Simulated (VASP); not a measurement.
Set up this calculation in VASP 6.6.1, as the native input.

| Item | Value |
| --- | --- |
| Task | single point |
| Functional | PBE |
| Potentials or basis | VASP PAW PBE potentials, release 64 (Cu, Os) |
| Cutoff | 520 eV |
| k mesh | 14 × 14 × 14 |
| Occupations | gaussian, width 0.1 eV |
| Spin | no spin polarisation |
| Dipole correction | no |
| Further INCAR settings | ALGO = Normal; EDIFF = 1e-07; NBANDS = 22 |

The structure of Cu2Os lies in POSCAR:

```
Cu2Os
1.0
    0.0000000000      2.8702995464      2.8702995464
    2.8702995464      0.0000000000      2.8702995464
    2.8702995464      2.8702995464      0.0000000000
Cu Os
2 1
Direct
    0.2500000000      0.2500000000      0.2500000000
    0.7500000000      0.7500000000      0.7500000000
    0.0000000000      0.0000000000      0.0000000000
```

One way to write it, as run:

INCAR

```
PREC = Accurate
ENCUT = 520
EDIFF = 1E-7
ISMEAR = 0
SIGMA = 0.1
LREAL = F
LASPH = T
NELM = 100
ALGO = Normal
ISIF = 2
LWAVE = F
LCHARG = F
GGA = PE
NBANDS = 22
```

KPOINTS

```
Automatic mesh
0
Gamma
  14 14 14
```

Potentials or basis: VASP PAW PBE potentials, release 64 (Cu, Os).

The run is started by

```bash
$ cat potpaw_PBE.64/Cu/POTCAR potpaw_PBE.64/Os/POTCAR > POTCAR
$ mpirun -np 1 vasp_std > vasp.out
```

It gave:

```yaml
Pressure: 0.3 GPa
Band_gap_on_the_k_mesh: zero (band 15 reaches 5.63 eV, above the bottom of band 16 at 4.84 eV)
```

Caveat: spin-orbit coupling is left out, which moves the levels of the heavy elements.

Run time: 72 s on 1 thread of AMD EPYC 9R45 96-Core Processor (Zen 5), on a shared host, peak memory 0.22 GiB.
